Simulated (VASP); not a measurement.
Here is a VASP 6.6.1 calculation.

INCAR

```
PREC     = Accurate       # precision mode
ENCUT    = 600            # plane-wave cutoff, eV
EDIFF    = 1E-6           # SCF threshold, eV
ISMEAR   = 0              # smearing method
SIGMA    = 0.1            # smearing width, eV
LREAL    = F              # projectors in reciprocal space
LASPH    = T              # aspherical terms in the spheres
NELM     = 80             # most SCF steps
ALGO     = Fast           # electronic algorithm
ISIF     = 3              # what is computed and relaxed
LWAVE    = F              # write WAVECAR
LCHARG   = F              # write CHGCAR
GGA      = PE             # functional
IBRION   = 2              # ionic algorithm
NSW      = 100            # ionic steps
EDIFFG   = -0.01          # ionic threshold
```

The input KPOINTS:

```
regular mesh
0
Gamma
  12 12 18
```

Contents of POSCAR:

```
Nb2Cu
1.0
    4.6210553528      0.0000000000      0.0000000000
   -2.3105276764      4.0019513278      0.0000000000
    0.0000000000      0.0000000000      2.6843627053
Nb Cu
2 1
Direct
    0.3333333333      0.6666666667      0.5000000000
    0.6666666667      0.3333333333      0.5000000000
    0.0000000000      0.0000000000      0.0000000000
```

Potentials or basis: VASP PAW PBE potentials, release 64 (Nb_sv, Cu).

The run is started by

```sh
$ cat potpaw_PBE.64/Nb_sv/POTCAR potpaw_PBE.64/Cu/POTCAR > POTCAR
$ mpirun -np 1 vasp_std > vasp.out
```

Problem. Estimate the space group after relaxing (to 0.1 Å).

Solution. P6/mmm (No. 191).

Problem. What does it give for the band gap on the k mesh?

Solution. Zero (an odd number of electrons rules out a gap without spin polarisation).

Problem. What does it give for the relaxed cell?

Solution. a = 4.613 Å, b = 4.613 Å, c = 2.695 Å, α = 90.00°, β = 90.00°, γ = 120.00°.

The path:
```csv
step,energy change (eV),largest force (eV/Å),pressure (GPa),volume (Å³)
1,0.0000,0.0000,0.15,49.64
2,-0.0001,0.0000,-0.14,49.75
3,-0.0001,0.0000,-0.30,49.76
4,-0.0002,0.0000,0.18,49.63
5,-0.0002,0.0000,-0.16,49.69
6,-0.0002,0.0000,0.22,49.65
7,-0.0002,0.0000,0.02,49.67
8,-0.0002,0.0000,0.10,49.67
9,-0.0002,0.0000,-0.05,49.71
10,-0.0002,0.0000,-0.07,49.71
11,-0.0002,0.0000,-0.07,49.70
12,-0.0002,0.0000,0.02,49.68
```
